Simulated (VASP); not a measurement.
# HfN (I4/mmm) in VASP: further runs

Runs on HfN. Level: PBE. Tasks: single point.

Everything below comes from runs of VASP 6.6.1. Logs are shortened: lines on timing, memory, paths and dates and some standing lists are left out, and cuts for length are marked.

## Step 1: The cell of the first run

The structure is tetragonal, space group I4/mmm (No. 139). Conventional cell: a = 3.296 Å, b = 3.296 Å, c = 4.434 Å, α = 90.00°, β = 90.00°, γ = 90.00°. Within 2.9 Å of Hf (site symmetry 4/mmm) lie 6 N at 2.22 to 2.33 Å. N (site symmetry 4/mmm) has 6 Hf at 2.22 to 2.33 Å within 2.9 Å.

## Step 2: Single point, PBE (strain +0.025 along x and y, -0.025 along z)

Contents of INCAR:

```
PREC     = Accurate       # precision mode
ENCUT    = 520            # plane-wave cutoff, eV
EDIFF    = 1E-6           # SCF threshold, eV
ISMEAR   = 0              # smearing method
SIGMA    = 0.15           # smearing width, eV
LREAL    = False          # projectors in reciprocal space
LASPH    = True           # aspherical terms in the spheres
NELM     = 80             # most SCF steps
ALGO     = Normal         # electronic algorithm
ISIF     = 2              # what is computed and relaxed
LWAVE    = False          # write WAVECAR
LCHARG   = True           # write CHGCAR
GGA      = PE             # functional
LELF     = True           # ELF
LVHAR    = True         
NBANDS   = 14             # bands
```

Contents of KPOINTS:

```
Automatic mesh
0
Gamma
  22 22 22
```

Contents of POSCAR:

```
HfN
1.0
    0.0000000000      2.3307439726      2.2170491446
    2.3307439726      0.0000000000      2.2170491446
    2.3307439726      2.3307439726      0.0000000000
Hf N
1 1
Direct
    0.0000000000      0.0000000000      0.0000000000
    0.5000000000      0.5000000000      0.5000000000
```

Potentials or basis: VASP PAW PBE potentials, release 64 (Hf_pv, N).

On the command line:

```sh
$ cat potpaw_PBE.64/Hf_pv/POTCAR potpaw_PBE.64/N/POTCAR > POTCAR
$ mpirun -np 1 vasp_std > vasp.out
```

OUTCAR:

```text
PREC = Accurate
   ENCUT = 520
   EDIFF = 1E-6
   ISMEAR = 0
   LREAL = False
   LASPH = True
   NELM = 80
   ISIF = 2
   GGA = PE

 ion  position               nearest neighbor table
   1  0.000  0.000  0.000-   2 2.22   2 2.22   2 2.33   2 2.33   2 2.33   2 2.33
   2  0.500  0.500  0.500-   1 2.22   1 2.22   1 2.33   1 2.33   1 2.33   1 2.33

  LATTYP: Found a body centered tetragonal cell.
 ALAT       =     3.2961697365
 C/A-ratio  =     1.3452275349

  Lattice vectors:

 A1 = (   0.0000000000,  -2.3307439726,  -2.2170491446)
 A2 = (   0.0000000000,   2.3307439726,  -2.2170491446)
 A3 = (   2.3307439726,   0.0000000000,   2.2170491446)

Analysis of symmetry for initial positions (statically):
=====================================================================
 Subroutine PRICEL returns:
 Original cell was already a primitive cell.

 Routine SETGRP: Setting up the symmetry group for a
 body centered tetragonal supercell.

 Subroutine GETGRP returns: Found 16 space group operations
 (whereof 16 operations were pure point group operations)
 out of a pool of 16 trial point group operations.

The static configuration has the point symmetry D_4h.

Analysis of symmetry for dynamics (positions and initial velocities):
=====================================================================
 Subroutine PRICEL returns:
 Original cell was already a primitive cell.

 Routine SETGRP: Setting up the symmetry group for a
 body centered tetragonal supercell.

 Subroutine GETGRP returns: Found 16 space group operations
 (whereof 16 operations were pure point group operations)
 out of a pool of 16 trial point group operations.

The dynamic configuration has the point symmetry D_4h.

 Subroutine INISYM returns: Found 16 space group operations
 (whereof 16 operations are pure point group operations),
 and found     1 'primitive' translations

----------------------------------------------------------------------------------------

                                     Primitive cell

  volume of cell :      24.0877

  direct lattice vectors                    reciprocal lattice vectors
     0.000000000  2.330743973  2.217049145    -0.214523777  0.214523777  0.225524996
     2.330743973  0.000000000  2.217049145     0.214523777 -0.214523777  0.225524996
     2.330743973  2.330743973  0.000000000     0.214523777  0.214523777 -0.225524996

  length of vectors
     3.216780125  3.216780125  3.296169736     0.378024372  0.378024372  0.378024372

  position of ions in fractional coordinates (direct lattice)
     0.000000000  0.000000000  0.000000000
     0.500000000  0.500000000  0.500000000

  ion indices of the primitive-cell ions
   primitive index   ion index
                 1           1
                 2           2

----------------------------------------------------------------------------------------

 KPOINTS: Automatic mesh

Automatic generation of k-mesh.
 Grid dimensions read from file:
 generate k-points for:   22   22   22

 Generating k-lattice:

  Cartesian coordinates                     Fractional coordinates (reciprocal lattice)
    -0.009751081  0.009751081  0.010251136     0.045454545  0.000000000  0.000000000
     0.009751081 -0.009751081  0.010251136     0.000000000  0.045454545  0.000000000
     0.009751081  0.009751081 -0.010251136     0.000000000  0.000000000  0.045454545

  Length of vectors
     0.017182926  0.017182926  0.017182926

  Shift w.r.t. Gamma in fractional coordinates (k-lattice)
     0.000000000  0.000000000  0.000000000

 Subroutine IBZKPT returns following result:
 ===========================================

 Found    834 irreducible k-points:

 Following reciprocal coordinates:
            Coordinates               Weight
  0.000000  0.000000  0.000000      1.000000
  0.045455 -0.000000  0.000000      8.000000
  0.090909 -0.000000  0.000000      8.000000
  0.136364 -0.000000  0.000000      8.000000
  0.181818  0.000000  0.000000      8.000000
  0.227273 -0.000000  0.000000      8.000000
[... 16 lines left out ...]
  0.500000  0.045455  0.000000      8.000000
 -0.454545  0.045455  0.000000      8.000000
 [... further k-points ...]
   k-points           NKPTS =    834   k-points in BZ     NKDIM =    834   number of bands    NBANDS=     14
   number of dos      NEDOS =    301   number of ions     NIONS =      2
   total plane-waves  NPLWV =  16128
   dimension x,y,z NGX =    24 NGY =   24 NGZ =   28
   dimension x,y,z NGXF=    48 NGYF=   48 NGZF=   56
   ions per type =               1   1
   NGX,Y,Z   is equivalent  to a cutoff of  12.40, 12.40, 14.12 a.u.
   NGXF,Y,Z  is equivalent  to a cutoff of  24.81, 24.81, 28.24 a.u.
 SYSTEM =  unknown system
   PREC   = accura    normal or accurate (medium, high low for compatibility)
   ISTART =      0    job   : 0-new  1-cont  2-samecut
   ICHARG =      2    charge: 1-file 2-atom 10-const
   ISPIN  =      1    spin polarized calculation?
   LNONCOLLINEAR =      F non collinear calculations
   LSORBIT =      F    spin-orbit coupling
   LASPH  =      T    aspherical Exc in radial PAW
   ENCUT  =  520.0 eV  38.22 Ry    6.18 a.u.   5.98  5.98  6.13*2*pi/ulx,y,z
   NELM   =     80;   NELMIN=  2; NELMDL= -5     # of ELM steps
   EDIFF  = 0.1E-05   stopping-criterion for ELM
   LREAL  =      F    real-space projection
   EDIFFG = 0.1E-04   stopping-criterion for IOM
   NSW    =      0    number of steps for IOM
   IBRION =     -1    ionic relax: 0-MD 1-quasi-New 2-CG
   NFREE  =      0    steps in history (QN), initial steepest desc. (CG)
   ISIF   =      2    stress and relaxation
   ISYM   =      2    0-nonsym 1-usesym 2-fastsym
   POTIM  = 0.5000    time-step for ionic-motion
   TEBEG  =    0.0;   TEEND  =   0.0 temperature during run
   PSTRESS=    0.0 pullay stress
   NELECT =      15.0000    total number of electrons
   NUPDOWN=      -1.0000    fix difference up-down
   EMIN   =  10.00;   EMAX   =-10.00  energy-range for DOS
   EFERMI =   0.00;   METHOD = LEGACY
   ISMEAR =     0;   SIGMA  =   0.15  broadening in eV -4-tet -1-fermi 0-gaus
   EFERMI_NEDOS =   21; number of points for ismear=-14 and -15
   IALGO  =     38    algorithm
   IMIX   =      4    mixing-type and parameters
     AMIX     =   0.40;   BMIX     =  1.00
     AMIX_MAG =   1.60;   BMIX_MAG =  1.00
  volume/ion in A,a.u.               =      12.04        81.28
  Fermi-wavevector in a.u.,A,eV,Ry     =   1.398000  2.641836 26.591272  1.954403
  Thomas-Fermi vector in A             =   2.521201
   LORBIT       =      0    0 simple, 1 ext, 2 COOP (PROOUT), +10 PAW based schemes
   GGA     = PE    functional components
   LHFCALC =     F    Hartree Fock is set to
   AEXX    =    0.0000 exact exchange contribution
   IVDW    =     0    specifies the selected vdW correction
   LEPSILON=     F    determine dielectric tensor
   LRPA    =     F    only Hartree local field effects (RPA)
 non-spin polarized calculation
 Gauss-broadening in eV      SIGMA  =   0.15
  energy-cutoff  :      520.00
  volume of cell :       24.09
 maximum number of plane-waves:       666
   NGX = 11   NGY = 11   NGZ = 13

 number of electron      15.0000001 magnetization

 Free energy of the ion-electron system (eV)
  ---------------------------------------------------
  ext. energy  EPLUGINS =         0.00000000
  ---------------------------------------------------
  free energy    TOTEN  =       -21.68732623 eV

  energy without entropy =      -21.68001237  energy(sigma->0) =      -21.68366930

 E-fermi :   8.0099     XC(G=0): -12.4991

 val. band max:        8.0060560604   @ k =   0.2727   0.0455   0.0909
 cond. band min:       8.0110693483   @ k =  -0.2727   0.2727   0.1818
 fundamental gap:      0.0050132878
 Fermi energy:         8.0098686441

 k-point     1 :       0.0000    0.0000    0.0000
  band No.  band energies     occupation
      1     -23.3345      2.00000
      2     -23.3345      2.00000
      3     -23.2787      2.00000
      4      -9.2607      2.00000
      5       4.9526      2.00000
      6       4.9526      2.00000
      7       5.1786      2.00000
      8       7.5176      2.00000
      9       7.5176      2.00000
     10       8.0374      0.79517
     11       8.8273      0.00000
     12       9.5076      0.00000
     13      10.8348      0.00000
     14      17.4843      0.00000

 k-point     2 :       0.0455   -0.0000    0.0000
  band No.  band energies     occupation
      1     -23.3470      2.00000
      2     -23.3366      2.00000
      3     -23.2852      2.00000
      4      -9.2167      2.00000
      5       4.7512      2.00000
      6       4.8291      2.00000
      7       5.0345      2.00000
      8       7.5922      1.99992
      9       7.5969      1.99990
     10       8.0828      0.49141
     11       8.9988      0.00000
     12       9.6562      0.00000
     13      10.9887      0.00000
     14      17.6398      0.00000

 k-point     3 :       0.0909   -0.0000    0.0000
  band No.  band energies     occupation
      1     -23.3916      2.00000
      2     -23.3430      2.00000
      3     -23.2957      2.00000
      4      -9.0876      2.00000
      5       4.2229      2.00000
      6       4.5141      2.00000
      7       4.6965      2.00000
      8       7.7552      1.98364
      9       7.8098      1.94069
     10       8.1991      0.07438
     11       9.4657      0.00000
     12      10.0685      0.00000
     13      11.4146      0.00000
     14      18.0873      0.00000
[... 324 lines left out ...]
 k-point    23 :       0.5000    0.0455    0.0000
  band No.  band energies     occupation
      1     -24.1223      2.00000
      2     -23.4438      2.00000
      3     -23.3559      2.00000
      4      -6.7855      2.00000
      5      -0.5704      2.00000
      6       2.0352      2.00000
      7       2.0402      2.00000
      8      10.6760      0.00000
      9      11.3240      0.00000
     10      11.7165      0.00000
     11      12.5728      0.00000
     12      15.6581      0.00000
     13      16.6545      0.00000
     14      19.5087      0.00000

 k-point    24 :      -0.4545    0.0455    0.0000
  band No.  band energies     occupation
      1     -24.1151      2.00000
      2     -23.4398      2.00000
      3     -23.3586      2.00000
      4      -6.8250      2.00000
      5      -0.5252      2.00000
      6       2.0272      2.00000
      7       2.0984      2.00000
      8      10.8517      0.00000
      9      11.0451      0.00000
     10      11.5273      0.00000
     11      12.7348      0.00000
     12      15.7499      0.00000
     13      16.4814      0.00000
     14      19.3048      0.00000

 [... further k-points ...]

------------------------ aborting loop because EDIFF is reached ----------------------------------------

  FORCE on cell =-STRESS in cart. coord.  units (eV):
  Direction    XX          YY          ZZ          XY          YZ          ZX
  --------------------------------------------------------------------------------------
  -------------------------------------------------------------------------------------
  Total       -2.1203694     -2.1203694      1.1839970      0.0000000      0.0000000      0.0000000
  in kB     -141.0352430   -141.0352430     78.7529317      0.0000000      0.0000000      0.0000000
  external PRESSURE =     -67.7725181 kB  Pullay stress =       0.0000000 kB

 VOLUME and BASIS-vectors are now :
 -----------------------------------------------------------------------------
  energy-cutoff  :      520.00
  volume of cell :       24.09
      direct lattice vectors                 reciprocal lattice vectors
     0.000000000  2.330743973  2.217049145    -0.214523777  0.214523777  0.225524996
     2.330743973  0.000000000  2.217049145     0.214523777 -0.214523777  0.225524996
     2.330743973  2.330743973  0.000000000     0.214523777  0.214523777 -0.225524996

 POSITION                                       TOTAL-FORCE (eV/Angst)
 -----------------------------------------------------------------------------------
      0.00000      0.00000      0.00000        -0.000000      0.000000      0.000000
      2.33074      2.33074      2.21705         0.000000     -0.000000      0.000000
 -----------------------------------------------------------------------------------
    total drift:                                0.000000     -0.000000     -0.000000

  FREE ENERGIE OF THE ION-ELECTRON SYSTEM (eV)
  ---------------------------------------------------
  free  energy   TOTEN  =       -21.6873262258 eV

  energy  without entropy=      -21.6800123727  energy(sigma->0) =      -21.68366930
```

Run time: 2.9 min. Hardware: 1 thread of Intel Xeon Platinum 8488C (Sapphire Rapids), shared host; peak memory 0.39 GiB.

What came out:

```yaml
Free_energy: -21.6873 eV
Pressure: -6.8 GPa
Band_gap_on_the_k_mesh: zero (an odd number of electrons rules out a gap without spin polarisation)
```

Stress tensor (GPa, compression positive):
```
-14.10   0.00   0.00
  0.00 -14.10   0.00
  0.00   0.00   7.88
```

Caveat: the cell differs from its parent crystal (strain +0.025 along x and y, -0.025 along z); the cell stands under tension; spin-orbit coupling is left out, which moves the levels of the heavy elements.

## Step 3: Single point, PBE (strain +0.050 along x and y, -0.050 along z)

Contents of INCAR:

```
ALGO = Normal
EDIFF = 1E-6
ENCUT = 520
GGA = PE
ISIF = 2
ISMEAR = 0
LASPH = True
LCHARG = False
LREAL = False
LWAVE = False
NBANDS = 14
NELM = 60
PREC = Accurate
SIGMA = 0.15
```

Contents of KPOINTS:

```
k-points
0
Gamma
  22 22 22
```

Contents of POSCAR:

```
HfN
1.0
    0.0000000000      2.3875913865      2.1602017307
    2.3875913865      0.0000000000      2.1602017307
    2.3875913865      2.3875913865      0.0000000000
Hf N
1 1
Direct
    0.0000000000      0.0000000000      0.0000000000
    0.5000000000      0.5000000000      0.5000000000
```

Potentials or basis: VASP PAW PBE potentials, release 64 (Hf_pv, N).

On the command line:

```sh
$ cat potpaw_PBE.64/Hf_pv/POTCAR potpaw_PBE.64/N/POTCAR > POTCAR
$ mpirun -np 1 vasp_std > vasp.out
```

Run time: 2.5 min. Hardware: 1 thread of Intel Xeon Platinum 8488C (Sapphire Rapids), shared host; peak memory 0.39 GiB.

Results (log left out):

```yaml
Free_energy: -21.4955 eV
Pressure: -7.4 GPa
Band_gap_on_the_k_mesh: zero (an odd number of electrons rules out a gap without spin polarisation)
```

Stress tensor (GPa, compression positive):
```
-22.05   0.00   0.00
  0.00 -22.05   0.00
  0.00   0.00  21.89
```

Levels at points of the mesh, in eV from the Fermi level:
```tsv
k point	band 6	band 7	band 8	band 9	band 10	band 11
(0.00, 0.00, 0.00)	-3.11	-2.65	-0.60	-0.60	0.00	0.39
(0.50, 0.00, 0.00)	-5.98	-5.97	2.73	3.51	3.86	3.97
(0.50, 0.50, 0.00)	-3.96	-3.96	-3.72	3.82	4.81	4.97
(0.50, 0.00, 0.50)	-3.69	-3.39	-3.26	2.90	4.39	5.46
```

Caveat: the cell differs from its parent crystal (strain +0.050 along x and y, -0.050 along z); the cell stands under tension; spin-orbit coupling is left out, which moves the levels of the heavy elements.

(Part 1 of 2 ends here.)
